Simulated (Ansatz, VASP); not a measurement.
One calculation of SiO2, two programs

File INCAR:

```
  ALGO = Normal
  EDIFF = 1E-6
  ENCUT = 520
  GGA = PE
  ISIF = 2
  ISMEAR = 0
  LASPH = True
  LCHARG = False
  LREAL = False
  LWAVE = False
  NBANDS = 34
  NELM = 80
  PREC = Accurate
  SIGMA = 0.01
```

KPOINTS

```
k-points
0
Gamma
  6 6 6
```

POSCAR

```
SiO2
1.0
    5.0590584133      0.0000000000      0.0000000000
   -2.5295292067      4.3812731051      0.0000000000
    0.0000000000      0.0000000000      5.5410361447
Si O
3 6
Direct
    0.5000000000      0.5000000000      0.3333333333
    0.0000000000      0.5000000000      0.6666666667
    0.5000000000      0.0000000000      0.0000000000
    0.2082404179      0.7917595821      0.8333333333
    0.4164808359      0.2082404179      0.1666666667
    0.2082404179      0.4164808359      0.5000000000
    0.7917595821      0.2082404179      0.8333333333
    0.5835191641      0.7917595821      0.1666666667
    0.7917595821      0.5835191641      0.5000000000
```

Input for Ansatz:

```yaml
crystal:
  lattice:
    - [5.0590584133, 0.0, 0.0]
    - [-2.5295292067, 4.3812731051, 0.0]
    - [0.0, 0.0, 5.5410361447]
  atoms:
    - { symbol: Si, position: [0.5, 0.5, 0.3333333333] }
    - { symbol: Si, position: [0.0, 0.5, 0.6666666667] }
    - { symbol: Si, position: [0.5, 0.0, 0.0] }
    - { symbol: O, position: [0.2082404179, 0.7917595821, 0.8333333333] }
    - { symbol: O, position: [0.4164808359, 0.2082404179, 0.1666666667] }
    - { symbol: O, position: [0.2082404179, 0.4164808359, 0.5] }
    - { symbol: O, position: [0.7917595821, 0.2082404179, 0.8333333333] }
    - { symbol: O, position: [0.5835191641, 0.7917595821, 0.1666666667] }
    - { symbol: O, position: [0.7917595821, 0.5835191641, 0.5] }
kpoints:
  mp_grid: { grid: [6, 6, 6] }
  band_path:
    path:
      - [0.0, 0.0, 0.0]
      - [0.5, 0.0, 0.0]
      - [0.3333333333, 0.3333333333, 0.0]
      - [0.0, 0.0, 0.5]
      - [0.5, 0.0, 0.5]
      - [0.3333333333, 0.3333333333, 0.5]
      - [0.0, 0.0, 0.427083]
    npoints: 1
hamiltonian:
  xc: pbe
scf:
  occupations: { method: fixed }
  n_extra_bands: 6
output:
  forces: true
  stress: true
  eigenvalues: true
```

Alike in both runs: task single point; functional PBE; k mesh 6 × 6 × 6; no spin polarisation.

|  | VASP | Ansatz |
| --- | --- | --- |
| version | VASP 6.6.1 | Ansatz 0.2.0 |
| potentials or method | VASP PAW PBE potentials, release 64 (Si, O) | plane waves, PAW |
| plane-wave cutoff (eV) | 520 | 420 |
| occupations | gaussian, width 0.01 eV | fixed |
| valence electrons in the cell | 48 | 48 |

|  | VASP | Ansatz | Ansatz less VASP |
| --- | --- | --- | --- |
| gap on the k mesh at the Fermi level (eV) | 5.72 | 5.72 | +0.001 |
| pressure (GPa) | 5.0 | 4.9 | -0.11 |
| rms of the force components (eV/Å) | 0.098 | 0.104 | +0.0057 |

Atom by atom the forces differ by 0.006 eV/Å (rms over components).
